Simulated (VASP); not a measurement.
## Cd: single point with PBE

The system is Cd.

```
Cd
1.0
     2.99638    0.00000    0.00000
     0.00000    2.99638    0.00000
     0.00000    0.00000    2.99638
Cd
1
Direct
  0.00000 0.00000 0.00000
```

* Program: VASP 6.6.1
* Task: single point
* Functional: PBE
* Potentials or basis: VASP PAW PBE potentials, release 64 (Cd)
* Cutoff: 520 eV
* k mesh: 14 × 14 × 14
* Occupations: fermi-dirac, width 0.08 eV
* Spin: no spin polarisation
* Dipole correction: no
* Further INCAR settings: ALGO = Normal; EDIFF = 1e-06; NBANDS = 12

The pressure is 0.2 GPa and the band gap on the k mesh is zero (band 6 reaches 5.89 eV, above the bottom of band 7 at -0.59 eV).

Levels at points of the mesh, in eV from the Fermi level:
| k point | band 2 | band 3 | band 4 | band 5 | band 6 | band 7 | band 8 | band 9 | band 10 | band 11 |
| --- | --- | --- | --- | --- | --- | --- | --- | --- | --- | --- |
| (0.00, 0.00, 0.00) | -9.42 | -8.12 | -8.12 | -8.12 | -7.38 | 9.76 | 9.76 | 9.76 | 13.22 | 13.22 |
| (0.50, 0.00, 0.00) | -8.79 | -8.50 | -8.50 | -8.09 | -2.68 | -1.99 | 13.48 | 13.48 | 14.52 | 14.97 |
| (0.50, 0.50, 0.00) | -9.00 | -8.44 | -8.44 | -7.77 | 1.24 | 1.24 | 1.72 | 5.67 | 17.83 | 17.83 |
| (0.50, 0.50, 0.50) | -9.05 | -9.05 | -7.74 | -7.74 | 4.49 | 4.49 | 4.49 | 7.02 | 8.47 | 9.36 |

Run time: 14 s on 1 thread of Intel(R) Xeon(R) Platinum 8488C (Sapphire Rapids), on a shared host, peak memory 0.16 GiB.
